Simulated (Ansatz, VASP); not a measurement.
## One calculation of HfC, two programs

File INCAR:

```
SYSTEM = HfC
PREC = Accurate
ENCUT = 520
EDIFF = 1E-8
ISMEAR = -1
SIGMA = 0.05
LREAL = .False.
LASPH = .True.
NELM = 60
ALGO = Normal
ISIF = 2
LWAVE = .False.
LCHARG = .False.
GGA = PS
LEFG = .True.
NBANDS = 14
```

KPOINTS

```
Automatic mesh
0
Gamma
  15 15 15
  0 0 0
```

File POSCAR:

```
HfC
1.0
    0.0697500000      2.3598750000      2.3598750000
    2.3598750000      0.0697500000      2.3598750000
    2.3598750000      2.3598750000      0.0697500000
Hf C
1 1
Direct
    0.5000000000      0.5000000000      0.5000000000
    0.0000000000      0.0000000000      0.0000000000
```

Input for Ansatz:

```yaml
crystal:
  lattice:
    - [0.06975, 2.359875, 2.359875]
    - [2.359875, 0.06975, 2.359875]
    - [2.359875, 2.359875, 0.06975]
  atoms:
    - { symbol: Hf, position: [0.5, 0.5, 0.5] }
    - { symbol: C, position: [0.0, 0.0, 0.0] }
kpoints:
  mp_grid: { grid: [15, 15, 15] }
scf:
  occupations: { method: fermi_dirac, width: 0.05 }
hamiltonian:
  xc: pbesol
  pseudopotentials: { kind: all_electron, datasets: crystal }
output:
  forces: true
  stress: true
  eigenvalues: true
  efg: { contact_densities: true }
```

Change from the starting cell: equal xy, yz and zx shear strains of +3 %, crystal datasets.

Alike in both runs: task electric field gradients; functional PBEsol; k mesh 15 × 15 × 15; occupations fermi-dirac, width 0.05 eV; no spin polarisation.

|  | VASP | Ansatz |
| --- | --- | --- |
| version | VASP 6.6.1 | Ansatz 0.2.0 |
| potentials or method | VASP PAW PBE potentials, release 64 (Hf_pv, C), cutoff 520 eV | all-electron PAW with datasets made for the crystal, scalar-relativistic |

|  | VASP | Ansatz | Ansatz less VASP |
| --- | --- | --- | --- |
| pressure (GPa) | -6.8 | -6.3 | +0.49 |
| traceless stress, the component that is largest in VASP (GPa) | -5.27 | -5.25 | +0.015 |
| size of Vzz on the site where it differs most (V/Å²) | 3.3 | 5.1 | +1.81 |

VASP's potentials were made for PBE, not for PBEsol. Ansatz ran all-electron here, and VASP with PAW potentials.

Spin-orbit coupling is off throughout.
